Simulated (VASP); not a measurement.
Wanted: the native input for a VASP 6.6.1 run.

```yaml
Task: single point
Functional: PBE
Potentials_or_basis: VASP PAW PBE potentials, release 64 (Ti_sv, O)
Cutoff: 600 eV
k_mesh: 10 × 10 × 10
Occupations: gaussian, width 0.02 eV
Spin: no spin polarisation
Dipole_correction: no
Further_INCAR_settings: ALGO = Normal; EDIFF = 1e-06; NBANDS = 33
```

The structure of TiO2 lies in POSCAR:

```
TiO2
1.0
   -1.8836574059      1.8836574059      4.6361772443
    1.8836574059     -1.8836574059      4.6361772443
    1.8836574059      1.8836574059     -4.6361772443
Ti O
2 4
Direct
    0.0000000000      0.0000000000      0.0000000000
    0.7500000000      0.2500000000      0.5000000000
    0.2121802161      0.2121802161      0.0000000000
    0.9621802161      0.4621802161      0.5000000000
    0.5378197839      0.0378197839      0.5000000000
    0.7878197839      0.7878197839      0.0000000000
```

One way to write it, as run:

INCAR

```
PREC = Accurate
ENCUT = 600
EDIFF = 1E-6
ISMEAR = 0
SIGMA = 0.02
LREAL = False
LASPH = True
NELM = 120
ALGO = Normal
ISIF = 2
LWAVE = False
LCHARG = False
GGA = PE
NBANDS = 33
GGA_COMPAT = False
```

KPOINTS

```
Automatic mesh
0
Gamma
  10 10 10
```

Potentials or basis: VASP PAW PBE potentials, release 64 (Ti_sv, O).

The run is started by

```console
$ cat potpaw_PBE.64/Ti_sv/POTCAR potpaw_PBE.64/O/POTCAR > POTCAR
$ mpirun -np 1 vasp_std > vasp.out
```

Results of the run:

The pressure is 12.0 GPa and the largest force is 0.023 eV/Å. The band gap on the k mesh is 2.05 eV (least direct gap 2.47 eV).

Caveat: the cell stands under pressure.

Run time: 15 min on 1 thread of Oxide Virtual Turin-like Processor, with other jobs on the host, peak memory 0.43 GiB.
